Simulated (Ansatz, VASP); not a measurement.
As: VASP beside Ansatz

```
As
1.0
    -2.66813    2.66813    1.39906
     2.66813   -2.66813    1.39906
     2.66813    2.66813   -1.39906
As
2
Cartesian
  0.0000 0.0000 0.0000
  0.0000 2.6681 0.6995
```

Alike in both runs: functional r2SCAN; k mesh 22 × 22 × 22; occupations gaussian, width 0.1 eV; no spin polarisation.

Ansatz relaxed the structure, and its values are those at the end. VASP's run is a single point on that final structure, the one shown.

|  | VASP | Ansatz |
| --- | --- | --- |
| version | VASP 6.6.1 | Ansatz 0.2.0 |
| potentials or method | VASP PAW PBE potentials, release 64 (As), cutoff 520 eV | scalar-relativistic, plane waves, PAW |
| valence electrons in the cell | 10 | 30 |

```csv
,VASP,Ansatz,Ansatz less VASP
gap on the k mesh at the Fermi level (eV),none,none,-
pressure (GPa),-0.1,0.0,+0.07
```

VASP's potentials were made for PBE, not for r2SCAN. A gap of «none» marks a metal or a gap that the smearing closes. VASP's potentials hold 10 valence electrons a cell and Ansatz's 30, so a difference there can come from the potentials and not from the codes.
